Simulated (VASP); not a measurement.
# CuAu (P4/mmm) in VASP: a series of runs

The runs below take CuAu through single point, with PBE.

All numbers are computed with VASP 6.6.1; they aren't measurements. Logs are shortened: lines on timing, memory, paths and dates and some standing lists are left out, and cuts for length are marked.

## (1) The cell of the first run

The structure is tetragonal, space group P4/mmm (No. 123). The conventional cell has a = 2.800 Å, b = 2.800 Å, c = 3.762 Å, α = 90.00°, β = 90.00°, γ = 90.00°. Cu (site symmetry 4/mmm) has 8 Au at 2.73 Å and 4 Cu at 2.80 Å within 3.6 Å. Within 3.6 Å of Au (site symmetry 4/mmm) lie 8 Cu at 2.73 Å and 4 Au at 2.80 Å.

## (2) Single point, PBE (strain +0.000 along x and y, +0.025 along z)

File INCAR:

```
PREC     = Accurate       # precision mode
ENCUT    = 520            # plane-wave cutoff, eV
EDIFF    = 1E-6           # SCF threshold, eV
ISMEAR   = 0              # smearing method
SIGMA    = 0.15           # smearing width, eV
LREAL    = F              # projectors in reciprocal space
LASPH    = T              # aspherical terms in the spheres
NELM     = 100            # most SCF steps
ALGO     = Fast           # electronic algorithm
ISIF     = 2              # what is computed and relaxed
LWAVE    = F              # write WAVECAR
LCHARG   = F              # write CHGCAR
GGA      = PE             # functional
NBANDS   = 18             # bands
```

File KPOINTS:

```
regular mesh
0
Gamma
  18 18 14
```

File POSCAR:

```
CuAu
1.0
    2.8000000000      0.0000000000      0.0000000000
    0.0000000000      2.8000000000      0.0000000000
    0.0000000000      0.0000000000      3.7617500000
Cu Au
1 1
Direct
    0.5000000000      0.5000000000      0.5000000000
    0.0000000000      0.0000000000      0.0000000000
```

Potentials or basis: VASP PAW PBE potentials, release 64 (Cu, Au).

Launch:

```bash
> cat potpaw_PBE.64/Cu/POTCAR potpaw_PBE.64/Au/POTCAR > POTCAR
> mpirun -np 1 vasp_std > vasp.out
```

OUTCAR:

```text
PREC = Accurate
   ENCUT = 520
   EDIFF = 1E-6
   ISMEAR = 0
   LREAL = F
   LASPH = T
   NELM = 100
   ISIF = 2
   GGA = PE

 ion  position               nearest neighbor table
   1  0.500  0.500  0.500-   2 2.73   2 2.73   2 2.73   2 2.73   2 2.73   2 2.73   2 2.73   2 2.73

   2  0.000  0.000  0.000-   1 2.73   1 2.73   1 2.73   1 2.73   1 2.73   1 2.73   1 2.73   1 2.73

  LATTYP: Found a simple tetragonal cell.
 ALAT       =     2.8000000000
 C/A-ratio  =     1.3434821429

  Lattice vectors:

 A1 = (   2.8000000000,   0.0000000000,   0.0000000000)
 A2 = (   0.0000000000,   2.8000000000,   0.0000000000)
 A3 = (   0.0000000000,   0.0000000000,   3.7617500000)

Analysis of symmetry for initial positions (statically):
=====================================================================
 Subroutine PRICEL returns:
 Original cell was already a primitive cell.

 Routine SETGRP: Setting up the symmetry group for a
 simple tetragonal supercell.

 Subroutine GETGRP returns: Found 16 space group operations
 (whereof 16 operations were pure point group operations)
 out of a pool of 16 trial point group operations.

The static configuration has the point symmetry D_4h.

Analysis of symmetry for dynamics (positions and initial velocities):
=====================================================================
 Subroutine PRICEL returns:
 Original cell was already a primitive cell.

 Routine SETGRP: Setting up the symmetry group for a
 simple tetragonal supercell.

 Subroutine GETGRP returns: Found 16 space group operations
 (whereof 16 operations were pure point group operations)
 out of a pool of 16 trial point group operations.

The dynamic configuration has the point symmetry D_4h.

 Subroutine INISYM returns: Found 16 space group operations
 (whereof 16 operations are pure point group operations),
 and found     1 'primitive' translations

----------------------------------------------------------------------------------------

                                     Primitive cell

  volume of cell :      29.4921

  direct lattice vectors                    reciprocal lattice vectors
     2.800000000  0.000000000  0.000000000     0.357142857  0.000000000  0.000000000
[... 81 lines left out ...]
   LNONCOLLINEAR =      F non collinear calculations
   LSORBIT =      F    spin-orbit coupling
   LASPH  =      T    aspherical Exc in radial PAW
   ENCUT  =  520.0 eV  38.22 Ry    6.18 a.u.   5.21  5.21  6.99*2*pi/ulx,y,z
   NELM   =    100;   NELMIN=  2; NELMDL= -5     # of ELM steps
   EDIFF  = 0.1E-05   stopping-criterion for ELM
   LREAL  =      F    real-space projection
   EDIFFG = 0.1E-04   stopping-criterion for IOM
   NSW    =      0    number of steps for IOM
   IBRION =     -1    ionic relax: 0-MD 1-quasi-New 2-CG
   NFREE  =      0    steps in history (QN), initial steepest desc. (CG)
   ISIF   =      2    stress and relaxation
   ISYM   =      2    0-nonsym 1-usesym 2-fastsym
   POTIM  = 0.5000    time-step for ionic-motion
   TEBEG  =    0.0;   TEEND  =   0.0 temperature during run
   PSTRESS=    0.0 pullay stress
   NELECT =      22.0000    total number of electrons
   NUPDOWN=      -1.0000    fix difference up-down
   EMIN   =  10.00;   EMAX   =-10.00  energy-range for DOS
   EFERMI =   0.00;   METHOD = LEGACY
   ISMEAR =     0;   SIGMA  =   0.15  broadening in eV -4-tet -1-fermi 0-gaus
   EFERMI_NEDOS =   21; number of points for ismear=-14 and -15
   IALGO  =     68    algorithm
   IMIX   =      4    mixing-type and parameters
     AMIX     =   0.40;   BMIX     =  1.00
     AMIX_MAG =   1.60;   BMIX_MAG =  1.00
  volume/ion in A,a.u.               =      14.75        99.51
  Fermi-wavevector in a.u.,A,eV,Ry     =   1.484729  2.805730 29.992940  2.204419
  Thomas-Fermi vector in A             =   2.598229
   LORBIT       =      0    0 simple, 1 ext, 2 COOP (PROOUT), +10 PAW based schemes
   GGA     = PE    functional components
   LHFCALC =     F    Hartree Fock is set to
   AEXX    =    0.0000 exact exchange contribution
   IVDW    =     0    specifies the selected vdW correction
   LEPSILON=     F    determine dielectric tensor
   LRPA    =     F    only Hartree local field effects (RPA)
 non-spin polarized calculation
 RMM-DIIS sequential band-by-band and
 Gauss-broadening in eV      SIGMA  =   0.15
  energy-cutoff  :      520.00
  volume of cell :       29.49
 maximum number of plane-waves:       816
 NGX is ok and might be reduce to    24
   NGX = 11   NGY = 11   NGZ = 13

 number of electron      22.0000012 magnetization

 Free energy of the ion-electron system (eV)
  ---------------------------------------------------
  ext. energy  EPLUGINS =         0.00000000
  ---------------------------------------------------
  free energy    TOTEN  =        -7.05852764 eV

  energy without entropy =       -7.05178096  energy(sigma->0) =       -7.05515430

 E-fermi :   8.5582     XC(G=0): -12.5872

 val. band max:        8.5424529383   @ k =   0.2778   0.1667   0.4286
 cond. band min:       8.5591416582   @ k =   0.5000   0.2778   0.0714
 fundamental gap:      0.0166887200
 Fermi energy:         8.5581878985

 k-point     1 :       0.0000    0.0000    0.0000
  band No.  band energies     occupation
      1      -1.1143      2.00000
      2       1.9836      2.00000
      3       2.1585      2.00000
      4       4.5695      2.00000
      5       4.5695      2.00000
      6       5.6569      2.00000
[... 481 lines left out ...]
      5       4.5850      2.00000
      6       4.7659      2.00000
[... 10 lines left out ...]
     17      22.7097      0.00000
     18      26.1043      0.00000

 [... further k-points ...]

------------------------ aborting loop because EDIFF is reached ----------------------------------------

  FORCE on cell =-STRESS in cart. coord.  units (eV):
  Direction    XX          YY          ZZ          XY          YZ          ZX
  --------------------------------------------------------------------------------------
  -------------------------------------------------------------------------------------
  Total        0.6393858      0.6393858      0.3105849      0.0000000      0.0000000      0.0000000
  in kB       34.7350233     34.7350233     16.8727133      0.0000000      0.0000000      0.0000000
  external PRESSURE =      28.7809200 kB  Pullay stress =       0.0000000 kB

 VOLUME and BASIS-vectors are now :
 -----------------------------------------------------------------------------
  energy-cutoff  :      520.00
  volume of cell :       29.49
      direct lattice vectors                 reciprocal lattice vectors
     2.800000000  0.000000000  0.000000000     0.357142857  0.000000000  0.000000000
     0.000000000  2.800000000  0.000000000     0.000000000  0.357142857  0.000000000
     0.000000000  0.000000000  3.761750000     0.000000000  0.000000000  0.265833721

 POSITION                                       TOTAL-FORCE (eV/Angst)
 -----------------------------------------------------------------------------------
      1.40000      1.40000      1.88088         0.000000      0.000000      0.000000
      0.00000      0.00000      0.00000         0.000000      0.000000      0.000000
 -----------------------------------------------------------------------------------
    total drift:                                0.000000      0.000000     -0.000000

  FREE ENERGIE OF THE ION-ELECTRON SYSTEM (eV)
  ---------------------------------------------------
  free  energy   TOTEN  =        -7.0585276448 eV

  energy  without entropy=       -7.0517809574  energy(sigma->0) =       -7.05515430
```

OSZICAR:

```text
N       E                     dE             d eps       ncg     rms          rms(c)
DAV:   1     0.129111417951E+03    0.12911E+03   -0.10996E+04 17160   0.172E+03
DAV:   2    -0.260882180105E+01   -0.13172E+03   -0.12331E+03 16014   0.297E+02
DAV:   3    -0.795450296311E+01   -0.53457E+01   -0.52403E+01 18666   0.700E+01
DAV:   4    -0.802887972219E+01   -0.74377E-01   -0.74318E-01 19794   0.686E+00
DAV:   5    -0.803077968809E+01   -0.19000E-02   -0.18999E-02 20406   0.112E+00    0.113E+01
RMM:   6    -0.746407854000E+01    0.56670E+00   -0.43892E+00 18306   0.334E+01    0.568E+00
RMM:   7    -0.714196399845E+01    0.32211E+00   -0.16761E+00 18199   0.188E+01    0.572E+00
RMM:   8    -0.706146209814E+01    0.80502E-01   -0.19200E-01 18669   0.589E+00    0.239E+00
RMM:   9    -0.706786507401E+01   -0.64030E-02   -0.54181E-02 19857   0.401E+00    0.100E+00
RMM:  10    -0.705866716200E+01    0.91979E-02   -0.43855E-02 19544   0.291E+00    0.271E-01
RMM:  11    -0.705865885962E+01    0.83024E-05   -0.62666E-03 21382   0.812E-01    0.172E-01
RMM:  12    -0.705872770046E+01   -0.68841E-04   -0.10916E-03 21251   0.305E-01    0.120E-01
RMM:  13    -0.705852368797E+01    0.20401E-03   -0.48605E-04 19117   0.326E-01    0.339E-02
RMM:  14    -0.705852734237E+01   -0.36544E-05   -0.10519E-04 20836   0.864E-02    0.195E-02
RMM:  15    -0.705852724240E+01    0.99972E-07   -0.13314E-05 19893   0.476E-02    0.434E-03
RMM:  16    -0.705852764483E+01   -0.40243E-06   -0.53487E-06 13988   0.178E-02
   1 F= -.70585276E+01 E0= -.70551543E+01  d E =-.674669E-02
```

Run time: 2.1 min. Hardware: 1 thread of AMD EPYC 9R45 (Zen 5), shared host; peak memory 0.32 GiB.

What came out:

| Property | Result |
| --- | --- |
| Free energy | -7.0585 eV |
| Pressure | 2.9 GPa |
| Band gap on the k mesh | zero (band 11 reaches 13.99 eV, above the bottom of band 12 at 6.63 eV) |

Caveat: the cell differs from its parent crystal (strain +0.000 along x and y, +0.025 along z); spin-orbit coupling is left out, which moves the levels of the heavy elements.

## (3) Single point, PBE (strain +0.025 along x and y, -0.025 along z)

File INCAR:

```
  PREC = Accurate
  ENCUT = 520
  EDIFF = 1E-6
  ISMEAR = 0
  SIGMA = 0.15
  LREAL = False
  LASPH = True
  NELM = 60
  ALGO = Fast
  ISIF = 2
  LWAVE = False
  LCHARG = False
  GGA = PE
  NBANDS = 18
```

KPOINTS is that of step 2.

File POSCAR:

```
CuAu
1.0
    2.8700000000      0.0000000000      0.0000000000
    0.0000000000      2.8700000000      0.0000000000
    0.0000000000      0.0000000000      3.5782500000
Cu Au
1 1
Direct
    0.5000000000      0.5000000000      0.5000000000
    0.0000000000      0.0000000000      0.0000000000
```

Potentials or basis: VASP PAW PBE potentials, release 64 (Cu, Au).

Launch:

```bash
> cat potpaw_PBE.64/Cu/POTCAR potpaw_PBE.64/Au/POTCAR > POTCAR
> mpirun -np 1 vasp_std > vasp.out
```

Wall time 2.1 min (1 thread of AMD EPYC 9R45 (Zen 5), shared host); peak memory 0.32 GiB.

The run converged. Its results:

| Quantity | Value |
| --- | --- |
| Free energy | -7.0637 eV |
| Pressure | 2.7 GPa |
| Band gap on the k mesh | zero (band 11 reaches 13.64 eV, above the bottom of band 12 at 6.52 eV) |

Stress tensor (GPa, compression positive):
```
2.56 0.00 0.00
0.00 2.56 0.00
0.00 0.00 2.98
```

Levels at points of the mesh, in eV from the Fermi level:
| k point | band 7 | band 8 | band 9 | band 10 | band 11 | band 12 | band 13 | band 14 | band 15 | band 16 |
| --- | --- | --- | --- | --- | --- | --- | --- | --- | --- | --- |
| (0.00, 0.00, 0.00) | -2.71 | -2.08 | -1.71 | -1.50 | -1.50 | 2.84 | 8.81 | 9.34 | 9.34 | 16.04 |
| (0.50, 0.00, 0.00) | -2.95 | -2.95 | -2.44 | -2.23 | -1.02 | -0.46 | 9.97 | 9.97 | 11.66 | 11.96 |
| (0.50, 0.50, 0.00) | -1.76 | -1.73 | -1.36 | -1.36 | 0.40 | 0.40 | 4.57 | 6.44 | 10.46 | 11.92 |
| (0.00, 0.00, 0.50) | -3.16 | -2.87 | -2.38 | -2.38 | -2.23 | -2.05 | 13.93 | 14.17 | 14.17 | 14.80 |
| (0.50, 0.00, 0.50) | -1.98 | -1.80 | -1.56 | -1.51 | -0.98 | -0.98 | 2.53 | 4.44 | 15.47 | 15.49 |
| (0.50, 0.50, 0.50) | -3.07 | -2.12 | -1.85 | -1.72 | 5.07 | 5.45 | 5.45 | 5.66 | 6.60 | 7.11 |

Caveat: the cell differs from its parent crystal (strain +0.025 along x and y, -0.025 along z); spin-orbit coupling is left out, which moves the levels of the heavy elements.

## (4) Single point, PBE (strain -0.050 along x and y, -0.050 along z)

File INCAR:

```
ALGO = Fast
EDIFF = 1E-6
ENCUT = 520
GGA = PE
ISIF = 2
ISMEAR = 0
LASPH = True
LCHARG = False
LREAL = False
LWAVE = False
NBANDS = 18
NELM = 100
PREC = Accurate
SIGMA = 0.15
```

File KPOINTS:

```
k-points
0
Gamma
  18 18 14
```

File POSCAR:

```
CuAu
1.0
    2.6600000000      0.0000000000      0.0000000000
    0.0000000000      2.6600000000      0.0000000000
    0.0000000000      0.0000000000      3.4865000000
Cu Au
1 1
Direct
    0.5000000000      0.5000000000      0.5000000000
    0.0000000000      0.0000000000      0.0000000000
```

Launch:

```bash
> cat potpaw_PBE.64/Cu/POTCAR potpaw_PBE.64/Au/POTCAR > POTCAR
> mpirun -np 1 vasp_std > vasp.out
```

Run time: 74 s. Hardware: 1 thread of Intel Xeon 6975P-C (Granite Rapids), shared host; peak memory 0.31 GiB.

The run converged. Its results:

```
Free energy            : -6.4243 eV
Pressure               : 47.5 GPa
Band gap on the k mesh : zero (band 11 reaches 17.45 eV, above the bottom of band 12 at 9.07 eV)
```

Stress tensor (GPa, compression positive):
```
48.50  0.00  0.00
 0.00 48.50  0.00
 0.00  0.00 45.63
```

Levels at points of the mesh, in eV from the Fermi level:
| k point | band 8 | band 9 | band 10 | band 11 | band 12 | band 13 | band 14 | band 15 |
| --- | --- | --- | --- | --- | --- | --- | --- | --- |
| (0.00, 0.00, 0.00) | -2.61 | -1.99 | -1.68 | -1.68 | 1.80 | 9.59 | 10.61 | 10.61 |
| (0.50, 0.00, 0.00) | -3.78 | -3.02 | -2.76 | -1.08 | 0.12 | 9.99 | 10.38 | 12.84 |
| (0.50, 0.50, 0.00) | -1.64 | -1.57 | -1.57 | 0.16 | 0.16 | 6.32 | 8.26 | 10.43 |
| (0.00, 0.00, 0.50) | -3.08 | -2.98 | -2.93 | -2.93 | -2.45 | 14.89 | 15.64 | 15.77 |
| (0.50, 0.00, 0.50) | -2.06 | -1.89 | -1.84 | -1.81 | -1.77 | 3.49 | 5.40 | 16.08 |
| (0.50, 0.50, 0.50) | -2.71 | -2.00 | -1.63 | 5.93 | 5.93 | 5.95 | 7.35 | 7.66 |

Caveat: the cell differs from its parent crystal (strain -0.050 along x and y, -0.050 along z); spin-orbit coupling is left out, which moves the levels of the heavy elements.

## (5) Overview

| cell | gap on the mesh (eV) | pressure (GPa) |
| --- | --- | --- |
| a = 2.800, b = 2.800, c = 3.762 Å, 2 atoms | none | 2.9 |
| a = 2.870, b = 2.870, c = 3.578 Å, 2 atoms | none | 2.7 |
| a = 2.660, b = 2.660, c = 3.486 Å, 2 atoms | none | 47.5 |

Alike in all rows: task single point; level PBE; potentials or basis VASP PAW PBE potentials, release 64 (Cu, Au); no spin polarisation; k mesh 18 × 18 × 14; cutoff (eV) 520; smearing gaussian 0.15 eV.

Caveats: spin-orbit coupling is left out, which moves the levels of the heavy elements.

Absolute energies hang on the potentials; compare differences alone.
